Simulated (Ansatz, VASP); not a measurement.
## ZnO in VASP and in Ansatz

```
CELL_PARAMETERS angstrom
3.28797 0.00000 0.00000
-1.64398 2.84746 0.00000
0.00000 0.00000 7.02348
ATOMIC_POSITIONS crystal
Zn 0.00000 0.00000 0.75000
Zn 0.00000 0.00000 0.25000
O 0.33333 0.66667 0.25000
O 0.66667 0.33333 0.75000
```

Change from the starting cell: strain +0.000 along x and y, -0.015 along z, atoms carried along.

Alike in both runs: task single point; functional PBEsol; k mesh 9 × 9 × 4; occupations gaussian, width 0.05 eV; no spin polarisation.

|  | VASP | Ansatz |
| --- | --- | --- |
| version | VASP 6.6.1 | Ansatz 0.2.0 |
| potentials or method | VASP PAW PBE potentials, release 64 (Zn, O), cutoff 520 eV | scalar-relativistic, plane waves, PAW |
| valence electrons in the cell | 36 | 36 |

|  | VASP | Ansatz | Ansatz less VASP |
| --- | --- | --- | --- |
| gap on the k mesh at the Fermi level (eV) | 0.73 | 0.73 | 0.000 |
| least direct gap on the mesh (eV) | 0.73 | 0.73 | 0.000 |
| pressure (GPa) | -3.9 | -4.6 | -0.66 |
| traceless stress, the component that is largest in VASP (GPa) | 3.00 | 3.76 | +0.760 |

VASP's potentials were made for PBE, not for PBEsol.
